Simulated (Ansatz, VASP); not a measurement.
## One calculation of Bi, two programs

```
CELL_PARAMETERS angstrom
2.26226 1.30612 3.88430
-2.26226 1.30612 3.88430
0.00000 -2.61224 3.88430
ATOMIC_POSITIONS crystal
Bi 0.23670 0.23670 0.23670
Bi 0.76330 0.76330 0.76330
```

Alike in both runs: functional PBEsol; k mesh 12 × 12 × 12; occupations gaussian, width 0.1 eV; no spin polarisation.

Ansatz relaxed the structure, and its values are those at the end. VASP's run is a single point on that final structure, the one shown.

```csv
,VASP,Ansatz
version,VASP 6.6.1,Ansatz 0.2.0
potentials or method,"VASP PAW PBE potentials, release 64 (Bi_d), cutoff 520 eV","scalar-relativistic, plane waves, PAW"
valence electrons in the cell,30,30
```

Ansatz gave:

```
gap on the k mesh at the Fermi level (eV) : none
pressure (GPa)                            : 0.0
rms of the force components (eV/Å)        : 0.001
```

Question: Estimate VASP's values.

Answer: gap on the k mesh at the Fermi level (eV): none; pressure (GPa): -0.1; rms of the force components (eV/Å): 0.004.

VASP's potentials were made for PBE, not for PBEsol. A gap of «none» marks a metal or a gap that the smearing closes.

Spin-orbit coupling is off throughout.
